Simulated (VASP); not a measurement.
# CaPbCl6 (Amm2) in VASP: single point with PBEsol

Aim: the single point of CaPbCl6 with PBEsol.

Program: VASP 6.6.1. These are calculated values, not measurements. Logs are shortened: lines on timing, memory, paths and dates and some standing lists are left out, and cuts for length are marked.

**1. The cell of the first run**

It takes space group Amm2 (No. 38, orthorhombic). Conventional cell: a = 5.081 Å, b = 7.911 Å, c = 8.887 Å, α = 90.00°, β = 90.00°, γ = 90.00°. Within 3.6 Å of Ca (site symmetry mm2) lie 11 Cl at 2.73 to 3.52 Å. Within 3.7 Å of Pb (site symmetry mm2) lie 11 Cl at 2.84 to 3.62 Å. Cl (site symmetry m) has 2 Pb at 2.84 to 3.28 Å and 9 Cl at 2.88 to 3.56 Å and 2 Ca at 3.13 Å within 3.7 Å. Within 3.8 Å of Cl (site symmetry mm2) lie 10 Cl at 2.88 to 3.42 Å and 2 Ca at 2.95 Å and 1 Pb at 3.62 Å. Cl (site symmetry m) has 2 Ca at 2.73 to 3.39 Å and 9 Cl at 2.93 to 3.56 Å and 2 Pb at 3.15 Å within 3.6 Å. Cl (site symmetry mm2) has 10 Cl at 2.93 to 3.47 Å and 2 Pb at 3.00 Å and 1 Ca at 3.52 Å within 3.9 Å.

**2. Single point, PBEsol**

The input, INCAR:

```
PREC = Accurate
ENCUT = 520
EDIFF = 1E-6
ISMEAR = -1
SIGMA = 0.03
LREAL = False
LASPH = True
NELM = 80
ALGO = Normal
ISIF = 2
LWAVE = False
LCHARG = False
GGA = PS
NBANDS = 43
```

The input, KPOINTS:

```
Automatic mesh
0
Gamma
  4 4 4
```

The input, POSCAR:

```
CaPbCl6
1.0
    5.0807879890      0.0000000000      0.0000000000
    0.0000000000      3.9553742793      4.4437047997
    0.0000000000     -3.9553742793      4.4437047997
Ca Pb Cl
1 1 6
Direct
    0.5000000000      0.5338943833      0.5338943833
    0.0000000000      0.9586645740      0.9586645740
    0.0000000000      0.8376216178      0.4340211600
    0.0000000000      0.4340211600      0.8376216178
    0.0000000000      0.3657776646      0.3657776646
    0.5000000000      0.6554720656      0.0772719390
    0.5000000000      0.0772719390      0.6554720656
    0.5000000000      0.1372775956      0.1372775956
```

Potentials or basis: VASP PAW PBE potentials, release 64 (Ca_sv, Pb_d, Cl).

The run is started by

```
cat potpaw_PBE.64/Ca_sv/POTCAR potpaw_PBE.64/Pb_d/POTCAR potpaw_PBE.64/Cl/POTCAR > POTCAR
mpirun -np 1 vasp_std > vasp.out
```

OUTCAR:

```text
PREC = Accurate
   ENCUT = 520
   EDIFF = 1E-6
   ISMEAR = -1
   LREAL = False
   LASPH = True
   NELM = 80
   ISIF = 2
   GGA = PS

 ion  position               nearest neighbor table
   1  0.500  0.534  0.534-   6 2.73   7 2.73
   2  0.000  0.959  0.959-   3 2.84   4 2.84   8 3.00   8 3.00   6 3.15   6 3.15   7 3.15   7 3.15
                             4 3.28   3 3.28
   3  0.000  0.838  0.434-   2 2.84   2 3.28
   4  0.000  0.434  0.838-   2 2.84   2 3.28
   5  0.000  0.366  0.366-
   6  0.500  0.655  0.077-   1 2.73   2 3.15   2 3.15
   7  0.500  0.077  0.655-   1 2.73   2 3.15   2 3.15
   8  0.500  0.137  0.137-   2 3.00   2 3.00

  LATTYP: Found a base centered orthorhombic cell.
 ALAT       =     7.9107485586
 B/A-ratio  =     1.1234600030
 C/A-ratio  =     0.6422638707

  Lattice vectors:

 A1 = (   0.0000000000,   3.9553742793,  -4.4437047997)
 A2 = (   0.0000000000,   3.9553742793,   4.4437047997)
 A3 = (   5.0807879890,   0.0000000000,   0.0000000000)

Analysis of symmetry for initial positions (statically):
=====================================================================
 Subroutine PRICEL returns:
 Original cell was already a primitive cell.

 Routine SETGRP: Setting up the symmetry group for a
 base centered orthorhombic supercell.

 Subroutine GETGRP returns: Found  4 space group operations
 (whereof  4 operations were pure point group operations)
 out of a pool of  8 trial point group operations.

The static configuration has the point symmetry C_2v.

Analysis of symmetry for dynamics (positions and initial velocities):
=====================================================================
 Subroutine PRICEL returns:
 Original cell was already a primitive cell.

 Routine SETGRP: Setting up the symmetry group for a
 base centered orthorhombic supercell.

 Subroutine GETGRP returns: Found  4 space group operations
 (whereof  4 operations were pure point group operations)
 out of a pool of  8 trial point group operations.

The dynamic configuration has the point symmetry C_2v.

 Subroutine INISYM returns: Found  4 space group operations
 (whereof  4 operations are pure point group operations),
 and found     1 'primitive' translations

----------------------------------------------------------------------------------------
[... 103 lines left out ...]
   EDIFFG = 0.1E-04   stopping-criterion for IOM
   NSW    =      0    number of steps for IOM
   IBRION =     -1    ionic relax: 0-MD 1-quasi-New 2-CG
   NFREE  =      0    steps in history (QN), initial steepest desc. (CG)
   ISIF   =      2    stress and relaxation
   ISYM   =      2    0-nonsym 1-usesym 2-fastsym
   POTIM  = 0.5000    time-step for ionic-motion
   TEBEG  =    0.0;   TEEND  =   0.0 temperature during run
   PSTRESS=    0.0 pullay stress
   NELECT =      66.0000    total number of electrons
   NUPDOWN=      -1.0000    fix difference up-down
   EMIN   =  10.00;   EMAX   =-10.00  energy-range for DOS
   EFERMI =   0.00;   METHOD = LEGACY
   ISMEAR =    -1;   SIGMA  =   0.03  broadening in eV -4-tet -1-fermi 0-gaus
   EFERMI_NEDOS =   21; number of points for ismear=-14 and -15
   IALGO  =     38    algorithm
   IMIX   =      4    mixing-type and parameters
     AMIX     =   0.40;   BMIX     =  1.00
     AMIX_MAG =   1.60;   BMIX_MAG =  1.00
  volume/ion in A,a.u.               =      22.33       150.66
  Fermi-wavevector in a.u.,A,eV,Ry     =   1.174784  2.220021 18.777652  1.380119
  Thomas-Fermi vector in A             =   2.311176
   LORBIT       =      0    0 simple, 1 ext, 2 COOP (PROOUT), +10 PAW based schemes
   GGA     = PS    functional components
   LHFCALC =     F    Hartree Fock is set to
   AEXX    =    0.0000 exact exchange contribution
   IVDW    =     0    specifies the selected vdW correction
   LEPSILON=     F    determine dielectric tensor
   LRPA    =     F    only Hartree local field effects (RPA)
 non-spin polarized calculation
  energy-cutoff  :      520.00
  volume of cell :      178.61
 maximum number of plane-waves:      4845
 NGX is ok and might be reduce to    40
   NGX = 19   NGY = 23   NGZ = 23

 number of electron      66.0000005 magnetization

 Free energy of the ion-electron system (eV)
  ---------------------------------------------------
  ext. energy  EPLUGINS =         0.00000000
  ---------------------------------------------------
  free energy    TOTEN  =       -26.48693360 eV

  energy without entropy =      -26.47798133  energy(sigma->0) =      -26.48245746

 E-fermi :   2.9173     XC(G=0):  -9.7914

 val. band max:        2.9166780096   @ k =   0.0000  -0.2500   0.2500
 cond. band min:       2.9448687081   @ k =   0.2500   0.0000   0.0000
 fundamental gap:      0.0281906986
 Fermi energy:         2.9173071019

 k-point     1 :       0.0000    0.0000    0.0000
  band No.  band energies     occupation
      1     -36.7050      2.00000
      2     -17.8040      2.00000
      3     -17.7780      2.00000
      4     -17.7502      2.00000
      5     -12.8785      2.00000
      6     -12.8678      2.00000
[... 955 lines left out ...]
     42       9.0523      0.00000
     43      11.1635      0.00000

------------------------ aborting loop because EDIFF is reached ----------------------------------------

  FORCE on cell =-STRESS in cart. coord.  units (eV):
  Direction    XX          YY          ZZ          XY          YZ          ZX
  --------------------------------------------------------------------------------------
  -------------------------------------------------------------------------------------
  Total       -0.0072190      0.0031706     -0.0113453      0.0000000      0.0000000      0.0000000
  in kB       -0.0647579      0.0284422     -0.1017728      0.0000000      0.0000000      0.0000000
  external PRESSURE =      -0.0460295 kB  Pullay stress =       0.0000000 kB

 VOLUME and BASIS-vectors are now :
 -----------------------------------------------------------------------------
  energy-cutoff  :      520.00
  volume of cell :      178.61
      direct lattice vectors                 reciprocal lattice vectors
     5.080787989  0.000000000  0.000000000     0.196819864  0.000000000  0.000000000
     0.000000000  3.955374279  4.443704800     0.000000000  0.126410288  0.112518725
     0.000000000 -3.955374279  4.443704800     0.000000000 -0.126410288  0.112518725

 POSITION                                       TOTAL-FORCE (eV/Angst)
 -----------------------------------------------------------------------------------
      2.54039      0.00000      4.74494         0.000000     -0.000000      0.016516
      0.00000      0.00000      8.52004         0.000000     -0.000000     -0.000757
      0.00000      1.59639      5.65081         0.000000      0.002271      0.000827
      0.00000     -1.59639      5.65081         0.000000     -0.002271      0.000827
      0.00000      0.00000      3.25082         0.000000     -0.000000     -0.006551
      2.54039      2.28700      3.25610         0.000000      0.008811     -0.006099
      2.54039     -2.28700      3.25610         0.000000     -0.008811     -0.006099
      2.54039      0.00000      1.22004         0.000000     -0.000000      0.001336
 -----------------------------------------------------------------------------------
    total drift:                                0.000000     -0.000000     -0.000296

  FREE ENERGIE OF THE ION-ELECTRON SYSTEM (eV)
  ---------------------------------------------------
  free  energy   TOTEN  =       -26.4869335971 eV

  energy  without entropy=      -26.4779813296  energy(sigma->0) =      -26.48245746
```

stdout:

```text
POSCAR found type information on POSCAR CaPbCl
 POSCAR found :  3 types and       8 ions
 scaLAPACK will be used
 -----------------------------------------------------------------------------
|                                                                             |
|                                                                             |
|     You enforced a specific xc type in the INCAR file but a different       |
|     I HOPE YOU KNOW WHAT YOU ARE DOING!                                     |
|                                                                             |
 -----------------------------------------------------------------------------

 LDA part: xc-table for (Slater+PW92), standard interpolation
 POSCAR, INCAR and KPOINTS ok, starting setup
 FFT: planning ... GRIDC
 FFT: planning ... GRID_SOFT
 FFT: planning ... GRID
 WAVECAR not read
 entering main loop
```

It took 2 min on 1 thread of Intel Xeon Platinum 8375C at 2.90GHz (Ice Lake), shared host; peak memory 0.38 GiB.

Results:

```
Free energy            : -26.4869 eV
Pressure               : 0.0 GPa
Largest force          : 0.017 eV/Å
Band gap on the k mesh : zero (band 33 reaches 3.31 eV, above the bottom of band 34 at 2.24 eV)
```

Forces on the atoms (eV/Å):
```
Ca   0.000  0.000  0.017
Pb   0.000  0.000 -0.001
Cl   0.000  0.002  0.001
Cl   0.000 -0.002  0.001
Cl   0.000  0.000 -0.007
Cl   0.000  0.009 -0.006
Cl   0.000 -0.009 -0.006
Cl   0.000  0.000  0.001
```

Levels at points of the mesh, in eV from the Fermi level:
| k point | band 32 | band 33 | band 34 | band 35 | band 36 | band 37 |
| --- | --- | --- | --- | --- | --- | --- |
| (0.00, 0.00, 0.00) | 0.15 | 0.39 | 0.42 | 4.12 | 4.59 | 4.83 |
| (0.50, 0.00, 0.00) | 0.26 | 0.27 | 0.28 | 4.28 | 5.17 | 5.29 |
| (0.00, 0.50, 0.00) | -0.76 | 0.09 | 0.43 | 3.47 | 4.43 | 4.83 |
| (0.50, 0.50, 0.00) | -0.47 | 0.24 | 0.27 | 3.90 | 4.33 | 5.21 |
| (0.00, 0.50, 0.50) | -0.88 | -0.70 | -0.68 | 3.38 | 3.87 | 4.80 |
| (0.50, 0.50, 0.50) | -0.80 | -0.60 | -0.44 | 3.73 | 4.26 | 4.54 |

Caveat: the PAW data sets were made with another functional, which shifts forces and pressure a little; spin-orbit coupling is left out, which moves the levels of the heavy elements.
